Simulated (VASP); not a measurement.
Wanted: the native input for a VASP 6.6.1 run.

| Quantity | Value |
| --- | --- |
| Task | single point |
| Functional | PBE |
| Potentials or basis | VASP PAW PBE potentials, release 64 (Sn_d) |
| Cutoff | 520 eV |
| k mesh | 12 × 12 × 10 |
| Occupations | gaussian, width 0.1 eV |
| Spin | no spin polarisation |
| Dipole correction | no |
| Further INCAR settings | ALGO = Fast; EDIFF = 1e-06; NBANDS = 28 |

The structure of Sn lies in POSCAR:

```
Sn
1.0
    4.7488575758      0.0000000000      0.0000000000
   -2.3744287879      4.1126312996      0.0000000000
    0.0000000000      0.0000000000      5.0647737708
Sn
3
Direct
    0.0000000000      0.5000000000      0.3333333333
    0.5000000000      0.5000000000      0.6666666667
    0.5000000000      0.0000000000      0.0000000000
```

The cell was generated, and may not be a known phase.

These files were run (other wordings do the same):

INCAR

```
PREC     = Accurate       # precision mode
ENCUT    = 520            # plane-wave cutoff, eV
EDIFF    = 1E-6           # SCF threshold, eV
ISMEAR   = 0              # smearing method
SIGMA    = 0.1            # smearing width, eV
LREAL    = False          # projectors in reciprocal space
LASPH    = True           # aspherical terms in the spheres
NELM     = 80             # most SCF steps
ALGO     = Fast           # electronic algorithm
ISIF     = 2              # what is computed and relaxed
LWAVE    = False          # write WAVECAR
LCHARG   = False          # write CHGCAR
GGA      = PE             # functional
NBANDS   = 28             # bands
```

KPOINTS

```
Automatic mesh
0
Gamma
  12 12 10
```

Potentials or basis: VASP PAW PBE potentials, release 64 (Sn_d).

Launch:

```console
$ cat potpaw_PBE.64/Sn_d/POTCAR > POTCAR
$ mpirun -np 1 vasp_std > vasp.out
```

It gave:

```yaml
Pressure: -0.1 GPa
Band_gap_on_the_k_mesh: zero (bands 21 and 22 overlap by 0.61 eV)
```

Caveat: spin-orbit coupling is left out, which moves the levels of the heavy elements.

Run time: 7 min on 1 thread of Intel Xeon 8259CL, on a shared host, peak memory 0.38 GiB.
